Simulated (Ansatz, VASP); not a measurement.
# One calculation of Al3GaN4, two programs

```
Al Ga N
1.0
     0.00000   -4.40124    0.00000
     0.00000    0.00000   -4.40124
     8.80247   -1.10031    1.10031
Al Ga N
6 2 8
Direct
  0.26527 0.23473 0.93890
  0.39027 0.10973 0.43890
  0.76528 0.73472 0.93890
  0.89028 0.60972 0.43890
  0.45277 0.54722 0.18890
  0.32777 0.67222 0.68890
  0.95278 0.04723 0.18890
  0.82778 0.17223 0.68890
  0.24026 0.75974 0.06113
  0.11526 0.88474 0.56113
  0.72918 0.27082 0.06113
  0.60418 0.39582 0.56113
  0.05137 0.45971 0.81667
  0.17637 0.33471 0.31667
  0.54029 0.94863 0.81667
  0.66529 0.82363 0.31667
```

Alike in both runs: task single point; functional r2SCAN; k mesh 5 × 5 × 3; occupations gaussian, width 0.05 eV; no spin polarisation.

|  | VASP | Ansatz |
| --- | --- | --- |
| version | VASP 6.6.1 | Ansatz 0.2.0 |
| potentials or method | VASP PAW PBE potentials, release 64 (Al, Ga_d, N), cutoff 520 eV | scalar-relativistic, plane waves, PAW |
| valence electrons in the cell | 84 | 84 |

|  | VASP | Ansatz | Ansatz less VASP |
| --- | --- | --- | --- |
| gap on the k mesh at the Fermi level (eV) | 0.93 | 0.93 | -0.001 |
| least direct gap on the mesh (eV) | 1.42 | 1.42 | -0.003 |
| pressure (GPa) | -2.1 | -2.1 | +0.01 |
| traceless stress, the component that is largest in VASP (GPa) | 14.63 | 14.63 | -0.005 |
| rms of the force components (eV/Å) | 0.517 | 0.516 | -0.0002 |

VASP's potentials were made for PBE, not for r2SCAN. Atom by atom the forces differ by 0.030 eV/Å (rms over components). The functional is the same, so the differences come from potentials, cutoffs and numerics.
